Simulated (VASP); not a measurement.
Set up this calculation in VASP 6.6.1, as the native input.

- Task: single point
- Functional: PBEsol
- Potentials or basis: VASP PAW PBE potentials, release 64 (Mo_sv, S)
- Cutoff: 520 eV
- k mesh: 12 × 12 × 2
- Occupations: methfessel-paxton, width 0.161 eV
- Spin: no spin polarisation
- Dipole correction: no
- Further INCAR settings: ALGO = Normal; EDIFF = 1e-07; NBANDS = 35

The structure of MoS2 lies in POSCAR:

```
MoS2
1.0
    3.1731000000      0.0000000000      0.0000000000
   -1.5865500000      2.7479852087      0.0000000000
    0.0000000000      0.0000000000     13.0731000000
Mo S
2 4
Direct
    0.3333333333      0.6666666667      0.2500000000
    0.6666666667      0.3333333333      0.7500000000
    0.3333333333      0.6666666667      0.6259932117
    0.6666666667      0.3333333333      0.1259932117
    0.3333333333      0.6666666667      0.8740067883
    0.6666666667      0.3333333333      0.3740067883
```

The input as run:

INCAR

```
SYSTEM = MoS2
PREC     = Accurate       ! precision mode
ENCUT    = 520            ! plane-wave cutoff, eV
EDIFF    = 1E-7           ! SCF threshold, eV
ISMEAR   = 1              ! smearing method
SIGMA    = 0.161          ! smearing width, eV
LREAL    = .False.        ! projectors in reciprocal space
LASPH    = .True.         ! aspherical terms in the spheres
NELM     = 60             ! most SCF steps
ALGO     = Normal         ! electronic algorithm
ISIF     = 2              ! what is computed and relaxed
LWAVE    = .False.        ! write WAVECAR
LCHARG   = .False.        ! write CHGCAR
GGA      = PS             ! functional
NBANDS   = 35             ! bands
```

KPOINTS

```
regular mesh
0
Gamma
  12 12 2
  0 0 0
```

Potentials or basis: VASP PAW PBE potentials, release 64 (Mo_sv, S).

Launch:

```console
$ cat potpaw_PBE.64/Mo_sv/POTCAR potpaw_PBE.64/S/POTCAR > POTCAR
$ mpirun -np 1 vasp_std > vasp.out
```

Results of the run:

```json
{"Pressure": "-8.2 GPa", "Largest force": "1.255 eV/Å", "Band gap on the k mesh": "1.12 eV, indirect (least direct gap 1.75 eV)"}
```

Caveat: the PAW data sets were made with another functional, which shifts forces and pressure a little; this functional lacks dispersion, which binds the layers, so the pressure and a relaxed spacing across them are unreliable.

Wall time 54 s on 1 thread of Intel(R) Xeon(R) 6975P-C (Granite Rapids), with other jobs on the host, peak memory 0.29 GiB.
